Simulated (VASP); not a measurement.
Runs of VASP 6.6.1 on CuO. The structure is that of space group F-43m (No. 216), or close to it. The cells are those of the table. 

```csv
task,level,potentials or basis,U,cell,gap on the mesh (eV),pressure (GPa),relaxed volume (Å³/atom)
single point,LDA+U,"VASP PAW LDA potentials, release 64 (Cu_sv_GW, O)",Cu d U = 4.5 eV,"a = 3.291 Å, angles 60.0°, 2 atoms",none,(b),-
single point,PBE,"VASP PAW PBE potentials, release 64 (Cu_sv_GW, O)",-,"a = 3.199 Å, angles 60.0°, 2 atoms",none,-0.6,-
relaxation of cell and atoms,PBE+U,"VASP PAW PBE potentials, release 64 (Cu_sv_GW, O)",Cu d U = 4.5 eV,"relaxed from a = 3.291 Å, angles 60.0°, 2 atoms",none,0.0,(a)
relaxation of cell and atoms,PBEsol+U,"VASP PAW PBE potentials, release 64 (Cu_sv_GW, O)",Cu d U = 5.3 eV,"relaxed from a = 3.291 Å, angles 60.0°, 2 atoms",none,0.0,10.95
single point,LDA,"VASP PAW LDA potentials, release 64 (Cu_sv_GW, O)",-,"a = 3.105 Å, angles 60.0°, 2 atoms",none,0.5,-
single point,PBEsol+U,"VASP PAW PBE potentials, release 64 (Cu_sv_GW, O)",Cu d U = 5.3 eV,"a = 3.167 Å, angles 60.0°, 2 atoms",none,-3.8,-
```

Alike in all rows: no spin polarisation; smearing fermi-dirac 0.05 eV.

Task: Fill in the values left out.

Result: (a) 11.53; (b) -20.3.

Caveats: an odd number of electrons without spin polarisation forces a metal; a magnetic or distorted state may lie lower; U without spin polarisation on a metal has little footing (at least some runs); the cell stands under tension (at least some runs); semilocal functionals often make such compounds metallic where correlation or magnetic order opens a gap, which also shifts bond lengths (at least some runs); the PAW data sets were made with another functional, which shifts forces and pressure a little (at least some runs).

A gap of «none» marks levels without a gap at the run's occupations.
